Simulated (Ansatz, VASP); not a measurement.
Si: VASP beside Ansatz

The input INCAR:

```
SYSTEM = Si
PREC     = Accurate       ! precision mode
ENCUT    = 520            ! plane-wave cutoff, eV
EDIFF    = 1E-6           ! SCF threshold, eV
ISMEAR   = 0              ! smearing method
SIGMA    = 0.03           ! smearing width, eV
LREAL    = .FALSE.        ! projectors in reciprocal space
LASPH    = .TRUE.         ! aspherical terms in the spheres
NELM     = 60             ! most SCF steps
ALGO     = Normal         ! electronic algorithm
ISIF     = 2              ! what is computed and relaxed
LWAVE    = .FALSE.        ! write WAVECAR
LCHARG   = .FALSE.        ! write CHGCAR
GGA      = CA             ! functional
NBANDS   = 16             ! bands
```

Contents of KPOINTS:

```
regular mesh
0
G
  10 10 10
  0 0 0
```

Contents of POSCAR:

```
Si
1.0
   -3.2682591390      3.3342845762      1.9083649477
    3.2682591390     -3.3342845762      1.9083649477
    3.2682591390      3.3342845762     -1.9083649477
Si
4
Direct
    0.1788433299      0.1788433299      0.3576866598
    0.8211566701      0.8211566701      0.6423133402
    0.1788433299      0.8211566701      0.0000000000
    0.8211566701      0.1788433299      0.0000000000
```

Input for Ansatz:

```yaml
crystal:
  lattice:
    - [-3.268259139, 3.3342845762, 1.9083649477]
    - [3.268259139, -3.3342845762, 1.9083649477]
    - [3.268259139, 3.3342845762, -1.9083649477]
  atoms:
    - { symbol: Si, position: [0.1788433299, 0.1788433299, 0.3576866598] }
    - { symbol: Si, position: [0.8211566701, 0.8211566701, 0.6423133402] }
    - { symbol: Si, position: [0.1788433299, 0.8211566701, 0.0] }
    - { symbol: Si, position: [0.8211566701, 0.1788433299, 0.0] }
basis:
  ecutwfc: 420
kpoints:
  mp_grid: { grid: [10, 10, 10] }
hamiltonian:
  xc: lda
scf:
  occupations: { method: gaussian, width: 0.03 }
output:
  forces: true
  stress: true
  eigenvalues: true
```

Change from the starting cell: strain -0.0100 x Voigt [1, -1, 0, 0, 0, 0], atoms carried along.

Alike in both runs: task single point; functional LDA; k mesh 10 × 10 × 10; occupations gaussian, width 0.03 eV; no spin polarisation.

|  | VASP | Ansatz |
| --- | --- | --- |
| version | VASP 6.6.1 | Ansatz 0.2.0 |
| potentials or method | VASP PAW LDA potentials, release 64 (Si), cutoff 520 eV | scalar-relativistic, plane waves, PAW |
| valence electrons in the cell | 16 | 16 |

```csv
,VASP,Ansatz,Ansatz less VASP
gap on the k mesh at the Fermi level (eV),0.14,0.15,+0.005
least direct gap on the mesh (eV),0.21,0.21,+0.001
pressure (GPa),0.1,0.1,-0.03
"traceless stress, the component that is largest in VASP (GPa)",1.99,1.98,-0.016
rms of the force components (eV/Å),0.131,0.131,-0.0003
```

LDA's correlation is that of Perdew and Zunger in VASP and of Perdew and Wang (1992) in Ansatz. Atom by atom the forces differ by 0.002 eV/Å (rms over components).
